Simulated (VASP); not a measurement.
# BN (F-43m) in VASP: further runs, part 2 of 2

VASP 6.6.1.

### Step 3. G0W0 quasiparticle levels, PBE

This run uses another cell than the first one, of 6.42 Å³/atom.

File POSCAR:

```
BN
1.0
    0.0000000000      1.8589702290      1.8589702290
    1.8589702290      0.0000000000      1.8589702290
    1.8589702290      1.8589702290      0.0000000000
B N
1 1
Direct
    0.0000000000      0.0000000000      0.0000000000
    0.2500000000      0.2500000000      0.2500000000
```

File INCAR.step1:

```
PREC = Accurate
ENCUT = 500
EDIFF = 1E-8
ISMEAR = 0
SIGMA = 0.01
LREAL = F
LASPH = T
NELM = 60
ALGO = Normal
LWAVE = T
LCHARG = F
GGA = PE
```

File INCAR.step2:

```
PREC = Accurate
ENCUT = 500
EDIFF = 1E-8
ISMEAR = 0
SIGMA = 0.01
LREAL = F
LASPH = T
NELM = 1
ALGO = Exact
LWAVE = T
LCHARG = F
GGA = PE
NBANDS = 57
LOPTICS = T
ISTART = 1
```

File INCAR.step3:

```
PREC = Accurate
ENCUT = 500
EDIFF = 1E-8
ISMEAR = 0
SIGMA = 0.01
LREAL = F
LASPH = T
ALGO = EVGW0
LWAVE = F
LCHARG = F
GGA = PE
NELMGW = 1
NBANDS = 57
ENCUTGW = 150.0
NOMEGA = 96
PRECFOCK = Fast
ISTART = 1
NBANDSGW = 12
OMEGAMAX = 20
```

File KPOINTS:

```
regular mesh
0
Gamma
  6 6 6
```

Potentials or basis: VASP PAW PBE potentials, release 64 (B_GW, N_GW).

The run is started by

```console
$ cat potpaw_PBE.64/B_GW/POTCAR potpaw_PBE.64/N_GW/POTCAR > POTCAR
$ cp INCAR.step1 INCAR
$ mpirun -np 1 vasp_std > vasp.out
$ cp INCAR.step2 INCAR
$ mpirun -np 1 vasp_std > vasp.out
$ cp INCAR.step3 INCAR
$ mpirun -np 1 vasp_std > vasp.out
```

OUTCAR:

```text
PREC = Accurate
   ENCUT = 500
   EDIFF = 1E-8
   ISMEAR = 0
   LREAL = F
   LASPH = T
   GGA = PE
   NELMGW = 1
   ENCUTGW = 150.0
   PRECFOCK = Fast
   ISTART = 1

 ion  position               nearest neighbor table
   1  0.000  0.000  0.000-   2 1.61   2 1.61   2 1.61   2 1.61
   2  0.250  0.250  0.250-   1 1.61   1 1.61   1 1.61   1 1.61

  LATTYP: Found a face centered cubic cell.
 ALAT       =     3.7179404580

  Lattice vectors:

 A1 = (   0.0000000000,   1.8589702290,   1.8589702290)
 A2 = (   1.8589702290,   0.0000000000,   1.8589702290)
 A3 = (   1.8589702290,   1.8589702290,   0.0000000000)

Analysis of symmetry for initial positions (statically):
=====================================================================
 Subroutine PRICEL returns:
 Original cell was already a primitive cell.

 Routine SETGRP: Setting up the symmetry group for a
 face centered cubic supercell.

 Subroutine GETGRP returns: Found 24 space group operations
 (whereof 24 operations were pure point group operations)
 out of a pool of 48 trial point group operations.

The static configuration has the point symmetry T_d .

Analysis of symmetry for dynamics (positions and initial velocities):
=====================================================================
 Subroutine PRICEL returns:
 Original cell was already a primitive cell.

 Routine SETGRP: Setting up the symmetry group for a
 face centered cubic supercell.

 Subroutine GETGRP returns: Found 24 space group operations
 (whereof 24 operations were pure point group operations)
 out of a pool of 48 trial point group operations.

The dynamic configuration has the point symmetry T_d .

 Subroutine INISYM returns: Found 24 space group operations
 (whereof 24 operations are pure point group operations),
 and found     1 'primitive' translations

----------------------------------------------------------------------------------------

                                     Primitive cell

  volume of cell :      12.8483

  direct lattice vectors                    reciprocal lattice vectors
     0.000000000  1.858970229  1.858970229    -0.268966115  0.268966115  0.268966115
     1.858970229  0.000000000  1.858970229     0.268966115 -0.268966115  0.268966115
     1.858970229  1.858970229  0.000000000     0.268966115  0.268966115 -0.268966115

  length of vectors
     2.628980910  2.628980910  2.628980910     0.465862976  0.465862976  0.465862976

  position of ions in fractional coordinates (direct lattice)
     0.000000000  0.000000000  0.000000000
     0.250000000  0.250000000  0.250000000

  ion indices of the primitive-cell ions
   primitive index   ion index
                 1           1
                 2           2

----------------------------------------------------------------------------------------

 KPOINTS: regular mesh

Automatic generation of k-mesh.
 Grid dimensions read from file:
 generate k-points for:    6    6    6

 Generating k-lattice:

  Cartesian coordinates                     Fractional coordinates (reciprocal lattice)
    -0.044827686  0.044827686  0.044827686     0.166666667  0.000000000  0.000000000
     0.044827686 -0.044827686  0.044827686     0.000000000  0.166666667  0.000000000
     0.044827686  0.044827686 -0.044827686     0.000000000  0.000000000  0.166666667

  Length of vectors
     0.077643829  0.077643829  0.077643829

  Shift w.r.t. Gamma in fractional coordinates (k-lattice)
     0.000000000  0.000000000  0.000000000

 Subroutine IBZKPT returns following result:
 ===========================================

 Found     16 irreducible k-points:

 Following reciprocal coordinates:
            Coordinates               Weight
  0.000000  0.000000  0.000000      1.000000
  0.166667  0.000000  0.000000      8.000000
  0.333333  0.000000  0.000000      8.000000
  0.500000  0.000000  0.000000      4.000000
  0.166667  0.166667  0.000000      6.000000
  0.333333  0.166667  0.000000     24.000000
[... 8 lines left out ...]
 -0.333333  0.333333  0.166667     24.000000
 -0.333333  0.500000  0.166667     12.000000
   k-points           NKPTS =     16   k-points in BZ     NKDIM =    216   number of bands    NBANDS=     57
   number of dos      NEDOS =    301   number of ions     NIONS =      2
   total plane-waves  NPLWV =   8000
   dimension x,y,z NGX =    20 NGY =   20 NGZ =   20
   dimension x,y,z NGXF=    40 NGYF=   40 NGZF=   40
   ions per type =               1   1
   NGX,Y,Z   is equivalent  to a cutoff of  12.65, 12.65, 12.65 a.u.
   NGXF,Y,Z  is equivalent  to a cutoff of  25.29, 25.29, 25.29 a.u.
 SYSTEM =  unknown system
   PREC   = accura    normal or accurate (medium, high low for compatibility)
   ISTART =      1    job   : 0-new  1-cont  2-samecut
   ICHARG =      0    charge: 1-file 2-atom 10-const
   ISPIN  =      1    spin polarized calculation?
   LNONCOLLINEAR =      F non collinear calculations
   LSORBIT =      F    spin-orbit coupling
   LASPH  =      T    aspherical Exc in radial PAW
   ENCUT  =  500.0 eV  36.75 Ry    6.06 a.u.   4.79  4.79  4.79*2*pi/ulx,y,z
   NELM   =     60;   NELMIN=  2; NELMDL=  0     # of ELM steps
   EDIFF  = 0.1E-07   stopping-criterion for ELM
   LREAL  =      F    real-space projection
   EDIFFG = 0.1E-06   stopping-criterion for IOM
   NSW    =      0    number of steps for IOM
   IBRION =     -1    ionic relax: 0-MD 1-quasi-New 2-CG
   NFREE  =      0    steps in history (QN), initial steepest desc. (CG)
   ISIF   =      0    stress and relaxation
   ISYM   =      3    0-nonsym 1-usesym 2-fastsym
   POTIM  = 0.5000    time-step for ionic-motion
   TEBEG  =    0.0;   TEEND  =   0.0 temperature during run
   PSTRESS=    0.0 pullay stress
   NELECT =       8.0000    total number of electrons
   NUPDOWN=      -1.0000    fix difference up-down
   EMIN   =  10.00;   EMAX   =-10.00  energy-range for DOS
   EFERMI =   0.00;   METHOD = LEGACY
   ISMEAR =     0;   SIGMA  =   0.01  broadening in eV -4-tet -1-fermi 0-gaus
   EFERMI_NEDOS =   21; number of points for ismear=-14 and -15
   IALGO  =     38    algorithm
   IMIX   =      4    mixing-type and parameters
     AMIX     =   0.40;   BMIX     =  1.00
     AMIX_MAG =   1.60;   BMIX_MAG =  1.00
  volume/ion in A,a.u.               =       6.42        43.35
  Fermi-wavevector in a.u.,A,eV,Ry     =   1.397942  2.641727 26.589063  1.954241
  Thomas-Fermi vector in A             =   2.521148
   LORBIT       =      0    0 simple, 1 ext, 2 COOP (PROOUT), +10 PAW based schemes
   GGA     = PE    functional components
   LHFCALC =     T    Hartree Fock is set to
   PRECFOCK=fast      Normal, Fast or Accurate (Low or Medium for compatibility)
   ENCUT4O =  -1.0   cutoff for four orbital integrals eV
   NKREDX  =     1    reduce k-point grid by
   NKREDY  =     1    reduce k-point grid by
   NKREDZ  =     1    reduce k-point grid by
   AEXX    =    1.0000 exact exchange contribution
   HFSCREEN=    0.0000 screening length (either q_TF or 0.3 A-1)
   HFSCREENC=   0.0000 screening length for correlation (either q_TF or 0.3 A-1)
   ENCUTFOCK=  -1.0 apply spherical cutoff to Coloumb kernel
   IVDW    =     0    specifies the selected vdW correction
   LEPSILON=     F    determine dielectric tensor
   LRPA    =     F    only Hartree local field effects (RPA)
   LRPAFORCE           =     F    calculate RPA forces
   ENCUTGW             = 150.0    cutoff for response function in eV
   ENCUTGWSOFT         = 120.0    soft cutoff for Coulomb kernel in GW response function in eV
   ENCUTLF             =  -1.0    cutoff for local field effects
   NELMGW              =     1    number of iterations in solving QP/BSE equation
   NELMHF              =     1    number of iterations in the inner HF iteration
   NKREDLFX            =     1    NKREDLFY  =   1   NKREDLFZ  =   1
 non-spin polarized calculation
 Gauss-broadening in eV      SIGMA  =   0.01
  energy-cutoff  :      500.00
  volume of cell :       12.85
 maximum number of plane-waves:       332
  NGX = 12; NGY = 12; NGZ = 12
   NGX =  9   NGY =  9   NGZ =  9
 maximum number of plane-waves:        60

 QP shifts <psi_nk| G(iteration)W_0 |psi_nk>: iteration 1
 for sc-GW calculations column KS-energies equals QP-energies in previous step
 and V_xc(KS)=  KS-energies - (<T + V_ion + V_H > + <T+V_H+V_ion>^1  + <V_x>^1)

 k-point   1 :       0.0000    0.0000    0.0000
  band No.  KS-energies  QP-energies   sigma(KS)   V_xc(KS)     V^pw_x(r,r')   Z            occupation Imag(sigma)

      1     -12.8508     -14.6804     -17.6880     -15.3032     -26.0864       0.7672       2.0000       1.3205
      2       6.4562       5.7139     -18.9112     -18.0078     -21.5211       0.8217       2.0000       0.0284
      3       6.4562       5.7139     -18.9112     -18.0078     -21.5211       0.8217       2.0000       0.0284
      4       6.4562       5.7139     -18.9112     -18.0078     -21.5211       0.8217       2.0000       0.0284
      5      14.8742      16.1578     -11.9384     -13.4844      -6.7729       0.8303       0.0000      -0.0469
      6      14.8742      16.1578     -11.9384     -13.4844      -6.7729       0.8303       0.0000      -0.0469
      7      14.8742      16.1578     -11.9384     -13.4844      -6.7729       0.8303       0.0000      -0.0469
      8      15.4664      16.5984     -13.8249     -15.2210      -8.4697       0.8108       0.0000      -0.0519
      9      29.6548      29.9984     -10.6558     -11.0941      -3.2143       0.7840       0.0000      -0.4508
     10      33.2268      34.3216     -11.5728     -12.8911      -5.2020       0.8305       0.0000      -0.5100
     11      33.2268      34.3216     -11.5728     -12.8911      -5.2020       0.8305       0.0000      -0.5100
     12      33.7988      34.1636     -10.2503     -10.7029      -2.8946       0.8059       0.0000      -0.8741
[... 228 lines left out ...]
      1      -7.5850      -8.9200     -19.1149     -17.2915     -26.6045       0.7321       2.0000       0.5731
      2      -1.2707      -2.8051     -17.1274     -15.1469     -21.6220       0.7747       2.0000       0.0745
      3       0.7444      -0.5624     -17.1450     -15.4955     -20.9237       0.7922       2.0000       0.0517
      4       0.8314      -0.4262     -16.6505     -15.0719     -20.1932       0.7967       2.0000       0.0484
      5      13.9197      14.8929     -12.3875     -13.5571      -7.5684       0.8320       0.0000      -0.0447
      6      17.7770      18.9061     -12.2725     -13.6474      -6.7632       0.8212       0.0000      -0.0534
      7      20.4873      21.9811     -13.0394     -14.9442      -6.3578       0.7842       0.0000      -0.0913
      8      22.1170      23.6703     -13.1437     -15.1426      -6.2455       0.7770       0.0000      -0.1070
      9      24.8274      26.2605     -13.8454     -15.7065      -6.6936       0.7700       0.0000      -0.1749
     10      30.8255      32.0893     -11.8544     -13.4705      -4.0598       0.7820       0.0000      -0.6128
     11      35.3607      36.2208     -11.3492     -12.4136      -4.0124       0.8080       0.0000      -0.8566
     12      38.2399      39.3304     -11.1543     -12.4913      -3.7013       0.8156       0.0000      -0.9500
```

Run time: 82 s. Hardware: 1 thread of AMD EPYC 7R13 (Zen 3), shared host; peak memory 0.2 GiB.

What came out:

| Item | Value |
| --- | --- |
| Quasiparticle gap | 5.80 eV |
| Least direct quasiparticle gap | 10.44 eV |
| Band gap of the starting levels on the mesh | 4.37 eV |
| Least direct gap of the starting levels on the mesh | 8.42 eV |

Caveat: the k points lie up to 0.49 Å⁻¹ apart; the cutoff is under 1.25 times the usual one of these potentials, so pressure, stress and relaxed cells hold a basis-set (Pulay) error; bands, screening cutoff and mesh are small and nothing is extrapolated, so the quasiparticle values aren't converged.
